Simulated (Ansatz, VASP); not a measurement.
# One calculation of Ga2SeS2, two programs

```xyz
5
Lattice="3.6211 0.0000 0.0000 -1.8106 3.1360 0.0000 0.0000 0.0000 9.8266" Properties=species:S:1:pos:R:3 pbc="T T T"
Ga    0.0000    2.0907    1.8498
Ga    1.8106    1.0453    7.9768
Se    0.0000    0.0000    0.0000
S     0.0000    2.0907    6.8469
S     1.8106    1.0453    2.9797
```

Change from the starting cell: species swapped into the CaZn2As2 type (P-3m1, No. 164).

Alike in both runs: functional PBE; k mesh 6 × 6 × 4; occupations gaussian, width 0.1 eV; no spin polarisation.

Ansatz relaxed the structure, and its values are those at the end. VASP's run is a single point on that final structure, the one shown.

|  | VASP | Ansatz |
| --- | --- | --- |
| version | VASP 6.6.1 | Ansatz 0.2.0 |
| potentials or method | VASP PAW PBE potentials, release 64 (Ga_d, Se, S), cutoff 520 eV | scalar-relativistic, plane waves, PAW |
| valence electrons in the cell | 44 | 54 |

VASP gave:

| Item | Value |
| --- | --- |
| gap on the k mesh at the Fermi level (eV) | none |
| pressure (GPa) | 0.0 |
| rms of the force components (eV/Å) | 0.019 |

Problem. What did Ansatz give for the same quantities?

Solution. gap on the k mesh at the Fermi level (eV): none; pressure (GPa): 0.0; rms of the force components (eV/Å): 0.017.

A gap of «none» marks a metal or a gap that the smearing closes. The functional is the same, so the differences come from potentials, cutoffs and numerics. VASP's potentials hold 44 valence electrons a cell and Ansatz's 54, so a difference there can come from the potentials and not from the codes.
